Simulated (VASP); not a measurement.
Runs of VASP 6.6.1 on SiGe. The structure is that of space group P6_3mc (No. 186), or close to it. The cells are those of the table. 

```tsv
cell	gap on the mesh (eV)	pressure (GPa)	largest force (eV/Å)
a = 3.787, b = 3.787, c = 6.260 Å, angles 90.0, 90.0, 120.0°, 4 atoms	0.50	9.4	0.04
a = 3.904, b = 3.904, c = 6.260 Å, angles 90.0, 90.0, 120.0°, 4 atoms	0.46	(b)	0.36
a = 4.022, b = 4.022, c = 6.454 Å, angles 90.0, 90.0, 120.0°, 4 atoms	0.29	-4.3	0.26
a = 3.787, b = 3.787, c = 6.647 Å, angles 90.0, 90.0, 120.0°, 4 atoms	0.72	3.3	0.57
a = 3.787, b = 3.787, c = 6.550 Å, angles 90.0, 90.0, 120.0°, 4 atoms	0.75	4.5	0.49
a = 3.846, b = 3.846, c = 6.454 Å, angles 90.0, 90.0, 120.0°, 4 atoms	0.69	2.7	0.17
a = 3.787, b = 3.787, c = 6.357 Å, angles 90.0, 90.0, 120.0°, 4 atoms	0.61	7.6	0.23
a = 3.846, b = 3.846, c = 6.260 Å, angles 90.0, 90.0, 120.0°, 4 atoms	(a)	(c)	0.18
```

Alike in all rows: task single point; level r2SCAN; potentials or basis VASP PAW PBE potentials, release 64 (Si, Ge_d); no spin polarisation; k mesh 12 × 12 × 4; cutoff (eV) 520; smearing gaussian 0.05 eV.

Task: Fill in the values left out.

Result: (a) 0.48; (b) 2.9; (c) 5.9.

Caveats: the PAW data sets were made with another functional, which shifts forces and pressure a little; the cell stands under pressure (at least some runs); the cell stands under tension (at least some runs).

A k mesh can miss the band edges, and the runs leave out spin-orbit coupling on Ge.
